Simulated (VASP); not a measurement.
Crystal: ScPt.

```
Sc Pt
1.0
     3.27000    0.00000    0.00000
     0.00000    3.27000    0.00000
     0.00000    0.00000    3.27000
Sc Pt
1 1
Cartesian
  1.6350 1.6350 1.6350
  0.0000 0.0000 0.0000
```

* Program: VASP 6.6.1
* Task: relaxation of cell and atoms
* Functional: LDA
* Potentials or basis: VASP PAW LDA potentials, release 64 (Sc_sv, Pt)
* Cutoff: 600 eV
* k mesh: 14 × 14 × 14
* Occupations: gaussian, width 0.1 eV
* Spin: no spin polarisation

At the start: pressure -5.0 GPa; volume 17.48 Å³/atom.

Q: Where does the relaxation end?

A: Over 3 steps the energy falls by 8.9 meV/atom and the volume is 16.93 Å³/atom (-3.2 %); space group Pm-3m (No. 221, to 0.1 Å) before and after.

The path:
```csv
step,energy change (eV),largest force (eV/Å),pressure (GPa),volume (Å³)
1,0.0000,0.0000,-4.96,34.97
2,0.0208,0.0000,8.39,32.30
3,-0.0179,0.0000,-0.04,33.85
```

Final structure:
```
Sc Pt
1.0
     3.23499    0.00000    0.00000
     0.00000    3.23499    0.00000
     0.00000    0.00000    3.23499
Sc Pt
1 1
Direct
  0.50000 0.50000 0.50000
  0.00000 0.00000 0.00000
```
